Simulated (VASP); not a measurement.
Input of a VASP 6.6.1 run:

INCAR

```
SYSTEM = Zn
PREC = Accurate
ENCUT = 520
EDIFF = 1E-7
ISMEAR = -1
SIGMA = 0.1
LREAL = .False.
LASPH = .True.
NELM = 60
ALGO = Normal
ISIF = 2
LWAVE = .False.
LCHARG = .True.
GGA = PE
LELF = .True.
LVHAR = .True.
NBANDS = 19
```

File KPOINTS:

```
regular mesh
0
Gamma
  7 7 7
  0 0 0
```

File POSCAR:

```
Zn
1.0
    0.0000000000      2.7100000000      2.7100000000
    2.7100000000      0.0000000000      2.7100000000
    2.7100000000      2.7100000000      0.0000000000
Zn
2
Direct
    0.0000000000      0.0000000000      0.0000000000
    0.2500000000      0.2500000000      0.2500000000
```

Potentials or basis: VASP PAW PBE potentials, release 64 (Zn).

Launch:

```sh
$ cat potpaw_PBE.64/Zn/POTCAR > POTCAR
$ mpirun -np 1 vasp_std > vasp.out
```

Question: Estimate the band gap on the k mesh.

Answer: Zero (band 12 reaches 7.47 eV, above the bottom of band 13 at 0.37 eV).

Question: What does it give for the pressure?

Answer: 10.4 GPa.
